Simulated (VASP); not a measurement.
Wanted: the native input for a VASP 6.6.1 run.

```yaml
Task: single point
Functional: PBE
Potentials_or_basis: VASP PAW PBE potentials, release 64 (Sn_d, O)
Cutoff: 520 eV
k_mesh: 6 × 6 × 8
Occupations: gaussian, width 0.05 eV
Spin: no spin polarisation
Dipole_correction: no
Further_INCAR_settings: ALGO = Normal; EDIFF = 1e-06; NBANDS = 35
```

The structure of SnO2 lies in POSCAR:

```
SnO2
1.0
    4.8277932898      0.0000000000      0.0000000000
    0.0000000000      4.8278069739      0.0000000000
    0.0000000000      0.0000000000      3.2379014683
Sn O
2 4
Direct
    0.5059145075      0.5076213321      0.5000000000
   -0.0059244324      0.0076290438      0.0000000000
    0.3178959609      0.2906284915      0.0000000000
    0.7706779758      0.1527938436      0.5000000000
    0.1821408596      0.7906591975      0.5000000000
    0.7293588447      0.6527631376      0.0000000000
```

This cell differs from its parent crystal: atoms displaced along several vibrational modes.

The input as run:

INCAR

```
PREC = Accurate
ENCUT = 520
EDIFF = 1E-6
ISMEAR = 0
SIGMA = 0.05
LREAL = F
LASPH = T
NELM = 100
ALGO = Normal
ISIF = 2
LWAVE = F
LCHARG = F
GGA = PE
NBANDS = 35
```

KPOINTS

```
Automatic mesh
0
Gamma
  6 6 8
```

Potentials or basis: VASP PAW PBE potentials, release 64 (Sn_d, O).

The run is started by

```sh
$ cat potpaw_PBE.64/Sn_d/POTCAR potpaw_PBE.64/O/POTCAR > POTCAR
$ mpirun -np 1 vasp_std > vasp.out
```

Results of the run:

| Property | Result |
| --- | --- |
| Pressure | -0.2 GPa |
| Largest force | 0.858 eV/Å |
| Band gap on the k mesh | 0.75 eV |

Caveat: the cell differs from its parent crystal (atoms displaced along several vibrational modes); semilocal functionals underestimate gaps, and a narrow one can read as zero; spin-orbit coupling is left out, which moves the levels of the heavy elements.

It took 110 s on 1 thread of Intel(R) Xeon(R) 6975P-C (Granite Rapids), with other jobs on the host, peak memory 0.32 GiB.
